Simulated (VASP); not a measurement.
# CoSi (rocksalt type) (Fm-3m) in VASP: further runs, part 2 of 2

VASP 6.6.1. Earlier steps stand in the parts before.

### Step 4. Single point, LDA

This run uses another cell than the first one, of 11.93 Å³/atom, 1.250 times its volume.

The input, INCAR:

```
SYSTEM = CoSi
ALGO     = Normal         ! electronic algorithm
EDIFF    = 1E-6           ! SCF threshold, eV
ENCUT    = 520            ! plane-wave cutoff, eV
ISIF     = 2              ! what is computed and relaxed
ISMEAR   = -1             ! smearing method
LASPH    = .True.         ! aspherical terms in the spheres
LCHARG   = .True.         ! write CHGCAR
LELF     = .True.         ! ELF
LREAL    = .False.        ! projectors in reciprocal space
LVHAR    = .True.       
LWAVE    = .False.        ! write WAVECAR
NBANDS   = 14             ! bands
NELM     = 80             ! most SCF steps
PREC     = Accurate       ! precision mode
SIGMA    = 0.1            ! smearing width, eV
```

The input, KPOINTS:

```
k-points
0
Gamma
  14 14 14
  0 0 0
```

The input, POSCAR:

```
CoSi
1.0
    0.0000000000      2.2850227151      2.2850227151
    2.2850227151      0.0000000000      2.2850227151
    2.2850227151      2.2850227151      0.0000000000
Co Si
1 1
Direct
    0.0000000000      0.0000000000      0.0000000000
    0.5000000000      0.5000000000      0.5000000000
```

Potentials or basis: VASP PAW LDA potentials, release 64 (Co, Si).

Run with:

```bash
> cat potpaw_LDA.64/Co/POTCAR potpaw_LDA.64/Si/POTCAR > POTCAR
> mpirun -np 1 vasp_std > vasp.out
```

OUTCAR:

```text
SYSTEM = CoSi
   EDIFF = 1E-6
   ENCUT = 520
   ISIF = 2
   ISMEAR = -1
   LASPH = .True.
   LREAL = .False.
   NELM = 80
   PREC = Accurate

 ion  position               nearest neighbor table
   1  0.000  0.000  0.000-   2 2.29   2 2.29   2 2.29   2 2.29   2 2.29   2 2.29
   2  0.500  0.500  0.500-   1 2.29   1 2.29   1 2.29   1 2.29   1 2.29   1 2.29

  LATTYP: Found a face centered cubic cell.
 ALAT       =     4.5700454302

  Lattice vectors:

 A1 = (   0.0000000000,   2.2850227151,   2.2850227151)
 A2 = (   2.2850227151,   0.0000000000,   2.2850227151)
 A3 = (   2.2850227151,   2.2850227151,   0.0000000000)

Analysis of symmetry for initial positions (statically):
=====================================================================
 Subroutine PRICEL returns:
 Original cell was already a primitive cell.

 Routine SETGRP: Setting up the symmetry group for a
 face centered cubic supercell.

 Subroutine GETGRP returns: Found 48 space group operations
 (whereof 48 operations were pure point group operations)
 out of a pool of 48 trial point group operations.

The static configuration has the point symmetry O_h .

Analysis of symmetry for dynamics (positions and initial velocities):
[... 177 lines left out ...]
     11      21.6252      0.00000
     12      21.6252      0.00000
     13      22.7153      0.00000
     14      25.3293      0.00000
[... 377 lines left out ...]
      1      -0.5121      2.00000
      2       7.1490      2.00000
      3       7.6075      2.00000
      4       8.1116      2.00000
      5       8.7668      2.00000
      6       9.0112      2.00000
      7      12.1590      0.00000
      8      14.0466      0.00000
      9      15.9964      0.00000
     10      18.2499      0.00000
     11      19.5734      0.00000
     12      22.4830      0.00000
     13      22.5039      0.00000
     14      26.2568      0.00000

 [... further k-points ...]

------------------------ aborting loop because EDIFF is reached ----------------------------------------

  FORCE on cell =-STRESS in cart. coord.  units (eV):
  Direction    XX          YY          ZZ          XY          YZ          ZX
  --------------------------------------------------------------------------------------
  -------------------------------------------------------------------------------------
  Total        0.0563210      0.0563210      0.0563210      0.0000000      0.0000000      0.0000000
  in kB        3.7816323      3.7816323      3.7816323      0.0000000      0.0000000      0.0000000
  external PRESSURE =       3.7816323 kB  Pullay stress =       0.0000000 kB

 VOLUME and BASIS-vectors are now :
 -----------------------------------------------------------------------------
  energy-cutoff  :      520.00
  volume of cell :       23.86
      direct lattice vectors                 reciprocal lattice vectors
     0.000000000  2.285022715  2.285022715    -0.218816206  0.218816206  0.218816206
     2.285022715  0.000000000  2.285022715     0.218816206 -0.218816206  0.218816206
     2.285022715  2.285022715  0.000000000     0.218816206  0.218816206 -0.218816206

 POSITION                                       TOTAL-FORCE (eV/Angst)
 -----------------------------------------------------------------------------------
      0.00000      0.00000      0.00000         0.000000     -0.000000     -0.000000
      2.28502      2.28502      2.28502        -0.000000      0.000000      0.000000
 -----------------------------------------------------------------------------------
    total drift:                                0.000000     -0.000000     -0.000000

  FREE ENERGIE OF THE ION-ELECTRON SYSTEM (eV)
  ---------------------------------------------------
  free  energy   TOTEN  =       -14.1663918215 eV

  energy  without entropy=      -14.1196926433  energy(sigma->0) =      -14.14304223
```

It took 18 s on 1 thread of Intel Xeon 6975P-C, shared host; peak memory 0.15 GiB.

Results:

| Quantity | Value |
| --- | --- |
| Free energy | -14.1664 eV |
| Pressure | 0.4 GPa |

Spin polarisation is off, so any magnetic state and its effect on volume and gap are missing.

### Step 5. Single point, LDA

This run uses another cell than the first one, of 11.93 Å³/atom, 1.250 times its volume.

The input, INCAR:

```
SYSTEM = CoSi
PREC     = Accurate       ! precision mode
ENCUT    = 520            ! plane-wave cutoff, eV
EDIFF    = 1E-6           ! SCF threshold, eV
ISMEAR   = -1             ! smearing method
SIGMA    = 0.1            ! smearing width, eV
LREAL    = .FALSE.        ! projectors in reciprocal space
LASPH    = .TRUE.         ! aspherical terms in the spheres
NELM     = 80             ! most SCF steps
ALGO     = Normal         ! electronic algorithm
ISIF     = 2              ! what is computed and relaxed
LWAVE    = .FALSE.        ! write WAVECAR
LCHARG   = .TRUE.         ! write CHGCAR
GGA      = CA             ! functional
LELF     = .TRUE.         ! ELF
LVHAR    = .TRUE.       
NBANDS   = 14             ! bands
```

The input, KPOINTS:

```
regular mesh
0
G
  14 14 14
  0 0 0
```

POSCAR is that of step 4.

Run with:

```bash
> cat potpaw_LDA.64/Co/POTCAR potpaw_LDA.64/Si/POTCAR > POTCAR
> mpirun -np 1 vasp_std > vasp.out
```

It took 17 s on 1 thread of Intel Xeon 6975P-C, shared host; peak memory 0.15 GiB.

The run converged. Its results:

- Free energy: -14.1664 eV
- Pressure: 0.4 GPa

Levels at points of the mesh, in eV from the Fermi level:
| k point | band 2 | band 3 | band 4 | band 5 | band 6 | band 7 | band 8 | band 9 | band 10 | band 11 |
| --- | --- | --- | --- | --- | --- | --- | --- | --- | --- | --- |
| (0.00, 0.00, 0.00) | -2.13 | -2.13 | -2.13 | -2.07 | -2.07 | 4.64 | 4.64 | 4.64 | 11.09 | 11.09 |
| (0.50, 0.00, 0.00) | -6.99 | -3.22 | -3.22 | -1.01 | -1.01 | -0.25 | 6.90 | 6.90 | 6.96 | 6.96 |
| (0.50, 0.50, 0.00) | -5.23 | -3.39 | -1.58 | -0.74 | -0.74 | 0.06 | 0.06 | 0.23 | 5.24 | 7.26 |

Spin polarisation is off, so any magnetic state and its effect on volume and gap are missing.

### Step 6. Summary

| cell | gap on the mesh (eV) | pressure (GPa) |
| --- | --- | --- |
| a = 3.000 Å, angles 60.0°, 2 atoms | none | 69.2 |
| a = 3.166 Å, angles 60.0°, 2 atoms | none | 13.9 |
| a = 3.232 Å, angles 60.0°, 2 atoms | none | 0.4 |

Alike in all rows: task single point; level LDA; potentials or basis VASP PAW LDA potentials, release 64 (Co, Si); no spin polarisation; k mesh 14 × 14 × 14; cutoff (eV) 520; smearing fermi-dirac 0.1 eV.

Absolute energies hang on the potentials; compare differences alone.
